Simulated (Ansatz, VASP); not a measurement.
Two plane-wave programs on C

INCAR

```
PREC     = Accurate       # precision mode
ENCUT    = 520            # plane-wave cutoff, eV
EDIFF    = 1E-6           # SCF threshold, eV
ISMEAR   = 0              # smearing method
SIGMA    = 0.05           # smearing width, eV
LREAL    = F              # projectors in reciprocal space
LASPH    = T              # aspherical terms in the spheres
NELM     = 60             # most SCF steps
ALGO     = Normal         # electronic algorithm
ISIF     = 2              # what is computed and relaxed
LWAVE    = F              # write WAVECAR
LCHARG   = F              # write CHGCAR
GGA      = PE             # functional
NBANDS   = 26             # bands
```

KPOINTS

```
Automatic mesh
0
Gamma
  12 12 4
```

POSCAR

```
C
1.0
    2.5180642186      0.0000000000      0.0000000000
   -1.2590321093      2.1807075817      0.0000000000
    0.0000000000      0.0000000000      8.3046919353
C
8
Direct
   -0.0343849764     -0.0319162462      0.0929732494
    0.0343849764      0.0319162462      0.5929732494
    0.0343849764      0.0319162462      0.4070267506
   -0.0343849764     -0.0319162462      0.9070267506
    0.3051765144      0.6405314164      0.1555299995
    0.6948234856      0.3594685836      0.6555299995
    0.3614901523      0.6928019170      0.3444700005
    0.6385098477      0.3071980830      0.8444700005
```

Input for Ansatz:

```yaml
crystal:
  lattice:
    - [2.5180642186, 0.0, 0.0]
    - [-1.2590321093, 2.1807075817, 0.0]
    - [0.0, 0.0, 8.3046919353]
  atoms:
    - { symbol: C, position: [-0.0343849764, -0.0319162462, 0.0929732494] }
    - { symbol: C, position: [0.0343849764, 0.0319162462, 0.5929732494] }
    - { symbol: C, position: [0.0343849764, 0.0319162462, 0.4070267506] }
    - { symbol: C, position: [-0.0343849764, -0.0319162462, 0.9070267506] }
    - { symbol: C, position: [0.3051765144, 0.6405314164, 0.1555299995] }
    - { symbol: C, position: [0.6948234856, 0.3594685836, 0.6555299995] }
    - { symbol: C, position: [0.3614901523, 0.692801917, 0.3444700005] }
    - { symbol: C, position: [0.6385098477, 0.307198083, 0.8444700005] }
basis:
  ecutwfc: 520.0
kpoints:
  mp_grid: { grid: [12, 12, 4] }
hamiltonian:
  xc: pbe
  pseudopotentials: { kind: paw, azcp: { folder: soft_1 } }
scf:
  occupations: { method: gaussian, width: 0.05 }
output:
  forces: true
  stress: true
  eigenvalues: true
```

Change from the starting cell: mode 4 frozen in at -0.046 Å and mode 5 at -0.070 Å (largest displacements).

Alike in both runs: task single point; functional PBE; k mesh 12 × 12 × 4; occupations gaussian, width 0.05 eV; no spin polarisation.

```csv
,VASP,Ansatz
version,VASP 6.6.1,Ansatz 0.2.0
potentials or method,"VASP PAW PBE potentials, release 64 (C), cutoff 520 eV","scalar-relativistic, plane waves, PAW"
valence electrons in the cell,32,32
```

```tsv
	VASP	Ansatz	Ansatz less VASP
gap on the k mesh at the Fermi level (eV)	4.53	4.54	+0.010
least direct gap on the mesh (eV)	5.31	5.32	+0.007
pressure (GPa)	0.7	0.1	-0.62
traceless stress, the component that is largest in VASP (GPa)	-0.41	-0.42	-0.002
rms of the force components (eV/Å)	0.297	0.297	+0.0001
```

Atom by atom the forces differ by 0.004 eV/Å (rms over components). The functional is the same, so the differences come from potentials, cutoffs and numerics.
